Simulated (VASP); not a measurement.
The system is Li3Pb.

```
Li Pb
1.0
     0.00000    3.34350    3.34350
     3.34350    0.00000    3.34350
     3.34350    3.34350    0.00000
Li Pb
3 1
Direct
  0.50000 0.50000 0.50000
  0.25000 0.25000 0.25000
  0.75000 0.75000 0.75000
  0.00000 0.00000 0.00000
```

Base run:

- Program: VASP 6.6.1
- Functional: LDA
- Potentials or basis: VASP PAW LDA potentials, release 64 (Li_sv, Pb_d)
- Cutoff: 750 eV
- k mesh: 7 × 7 × 7
- Occupations: fermi-dirac, width 0.1 eV
- Spin: no spin polarisation

Its results: band gap on the k mesh zero (an odd number of electrons rules out a gap without spin polarisation); pressure -2.4 GPa.

Problem. After a change of settings the same cell gave: band gap on the k mesh zero (an odd number of electrons rules out a gap without spin polarisation); pressure -1.7 GPa. Which change was it?
A. k mesh from 7 × 7 × 7 to 3 × 3 × 3
B. k mesh from 7 × 7 × 7 to 4 × 4 × 4
C. k mesh from 7 × 7 × 7 to 2 × 2 × 2

Solution. C.

Caveats: some runs use coarse meshes; spin-orbit coupling is left out, which moves the levels of the heavy elements.
